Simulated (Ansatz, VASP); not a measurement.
# H14SO6: VASP beside Ansatz

```
O H S
1.0
     6.78242    0.00000    0.00000
     0.00000    6.78242    0.00000
     0.00000    0.00000    6.78242
O H S
6 14 1
Direct
  0.57153 0.73332 0.10617
  0.88690 0.29140 0.65620
  0.34983 0.76250 0.51432
  0.42589 0.10543 0.18780
  0.06571 0.64877 0.78215
  0.68567 0.35818 0.99622
  0.58388 0.70641 0.24668
  0.59596 0.60392 0.04339
  0.85242 0.29338 0.51718
  0.96070 0.41533 0.67741
  0.35545 0.89542 0.45938
  0.28502 0.68205 0.41222
  0.44912 0.97720 0.12419
  0.52346 0.19246 0.12275
  0.17070 0.70919 0.69978
  0.96313 0.74855 0.79349
  0.81133 0.36119 0.07023
  0.72797 0.32216 0.86056
  0.12503 0.53202 0.05798
  0.22460 0.28700 0.19580
  0.09713 0.44143 0.23562
```

Alike in both runs: functional PBE; k mesh 1 × 1 × 1; occupations fermi-dirac, width 0.05 eV; no spin polarisation.

Ansatz relaxed the structure, and its values are those at the end. VASP's run is a single point on that final structure, the one shown.

```csv
,VASP,Ansatz
version,VASP 6.6.1,Ansatz 0.2.0
potentials or method,"VASP PAW PBE potentials, release 64 (O_h, H_h, S), cutoff 1000 eV","scalar-relativistic, plane waves, PAW"
valence electrons in the cell,56,56
```

```csv
,VASP,Ansatz,Ansatz less VASP
gap on the k mesh at the Fermi level (eV),4.44,4.42,-0.012
rms of the force components (eV/Å),0.057,0.051,-0.0052
```

Ansatz's warnings: xc potential rough in thin density.
